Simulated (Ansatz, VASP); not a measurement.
**Two plane-wave programs on Ir**

The input POSCAR:

```
Ir
1.0
    0.0000000000      1.9228496764      1.9228496764
    1.9228496764      0.0000000000      1.9228496764
    1.9228496764      1.9228496764      0.0000000000
Ir
1
Direct
    0.0000000000      0.0000000000      0.0000000000
```

File INCAR.step1:

```
SYSTEM = Ir
PREC     = Accurate       ! precision mode
ENCUT    = 520            ! plane-wave cutoff, eV
ISMEAR   = -1             ! smearing method
SIGMA    = 0.1            ! smearing width, eV
LREAL    = .False.        ! projectors in reciprocal space
LASPH    = .True.         ! aspherical terms in the spheres
NELM     = 150            ! most SCF steps
LNONCOLLINEAR= .True.         ! non-collinear magnetism
MAGMOM   = 0 0 0          ! initial moments
LSORBIT  = .True.         ! spin-orbit coupling
GGA_COMPAT= .False.      
LMAXMIX  = 4              ! l up to which the mixer works
NBANDS   = 20             ! bands
GGA      = PE             ! functional
ALGO     = Normal         ! electronic algorithm
EDIFF    = 1E-4           ! SCF threshold, eV
LWAVE    = .True.         ! write WAVECAR
LCHARG   = .False.        ! write CHGCAR
```

Contents of INCAR.step2:

```
SYSTEM = Ir
PREC     = Accurate       ! precision mode
ENCUT    = 520            ! plane-wave cutoff, eV
EDIFF    = 1E-6           ! SCF threshold, eV
ISMEAR   = -1             ! smearing method
SIGMA    = 0.1            ! smearing width, eV
LREAL    = .False.        ! projectors in reciprocal space
LASPH    = .True.         ! aspherical terms in the spheres
NELM     = 150            ! most SCF steps
ALGO     = Normal         ! electronic algorithm
ISIF     = 2              ! what is computed and relaxed
LWAVE    = .False.        ! write WAVECAR
LCHARG   = .True.         ! write CHGCAR
LNONCOLLINEAR= .True.         ! non-collinear magnetism
MAGMOM   = 0 0 0          ! initial moments
LORBIT   = 11             ! projections on sites
LSORBIT  = .True.         ! spin-orbit coupling
GGA_COMPAT= .False.      
LORBMOM  = .True.       
LMAXMIX  = 4              ! l up to which the mixer works
METAGGA  = R2SCAN         ! meta-GGA
LMIXTAU  = .True.       
LVHAR    = .True.       
NBANDS   = 20             ! bands
ISTART   = 1
```

File KPOINTS:

```
Automatic mesh
0
Gamma
  14 14 14
  0 0 0
```

Input for Ansatz:

```yaml
crystal:
  lattice:
    - [0.0, 1.9228496764, 1.9228496764]
    - [1.9228496764, 0.0, 1.9228496764]
    - [1.9228496764, 1.9228496764, 0.0]
  atoms:
    - { symbol: Ir, position: [0.0, 0.0, 0.0] }
hamiltonian:
  xc: r2scan
  pseudopotentials:
    kind: paw_fr
    azcp:
      Ir: "pseudopotentials/Ir.paw.azcp"
basis:
  ecutwfc: 500
  fft_grid_basis: typed
kpoints:
  mp_grid: { grid: [14, 14, 14], shift: [0, 0, 0] }
magnetization:
  noncollinear: true
  spin_orbit: true
scf:
  occupations: { method: fermi_dirac, width: 0.1 }
```

Alike in both runs: task single point; functional r2SCAN; k mesh 14 × 14 × 14; occupations fermi-dirac, width 0.1 eV; non-collinear spin, spin-orbit coupling.

|  | VASP | Ansatz |
| --- | --- | --- |
| version | VASP 6.6.1 | Ansatz 0.2.0 |
| potentials or method | VASP PAW PBE potentials, release 64 (Ir), cutoff 520 eV | plane waves (500 eV) with PAW, fully relativistic with spin-orbit coupling |
| valence electrons in the cell | 9 | 17 |

|  | VASP | Ansatz | Ansatz less VASP |
| --- | --- | --- | --- |
| net moment per atom (μB) | 0.00 | 0.00 | 0.000 |

VASP's potentials were made for PBE, not for r2SCAN. VASP's potentials hold 9 valence electrons a cell and Ansatz's 17, so a difference there can come from the potentials and not from the codes.
